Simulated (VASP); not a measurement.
**Si: single point with PBE**

The system is Si.

```
CELL_PARAMETERS angstrom
-3.34230 3.34230 1.77944
3.34230 -3.34230 1.77944
3.34230 3.34230 -1.77944
ATOMIC_POSITIONS crystal
Si 0.17861 0.17861 0.35722
Si 0.82139 0.82139 0.64278
Si 0.17861 0.82139 0.00000
Si 0.82139 0.17861 0.00000
```

```yaml
Program: VASP 6.6.1
Task: single point
Functional: PBE
Potentials_or_basis: VASP PAW PBE potentials, release 64 (Si)
Cutoff: 520 eV
k_mesh: 12 × 12 × 12
Occupations: gaussian, width 0.05 eV
Spin: no spin polarisation
```

```json
{"Pressure": "9.0 GPa", "Largest force": "1.022 eV/Å", "Band gap on the k mesh": "zero (bands 8 and 9 overlap by 0.08 eV)"}
```

Forces in eV/Å, atoms in the order of the input:
```
Si  -0.723 -0.723  0.000
Si   0.723  0.723  0.000
Si   0.723 -0.723  0.000
Si  -0.723  0.723  0.000
```

Stress tensor (GPa, compression positive):
```
 3.16  0.00  0.00
 0.00  3.16  0.00
 0.00  0.00 20.71
```

Levels at points of the mesh, in eV from the Fermi level:
```tsv
k point	band 5	band 6	band 7	band 8	band 9	band 10	band 11	band 12
(0.00, 0.00, 0.00)	-4.07	-1.09	-1.09	-0.57	1.15	1.15	2.11	2.85
(0.50, 0.00, 0.00)	-4.69	-3.73	-2.44	-1.78	0.63	2.08	2.73	3.28
(0.50, 0.50, 0.00)	-3.24	-2.44	-1.52	-1.19	1.79	2.34	2.55	3.66
(0.50, 0.50, 0.50)	-2.40	-0.22	-0.22	0.04	1.19	2.75	3.02	4.72
```

It took 8.8 min on 1 thread of Intel Xeon 8259CL, with other jobs on the host, peak memory 0.29 GiB.

Caveat: the stress differs along the axes, from 3 to 21 GPa; semilocal functionals underestimate gaps, and a narrow one can read as zero; forces of over 1 eV/Å act on the atoms, so gaps and moduli don't describe the material at rest.
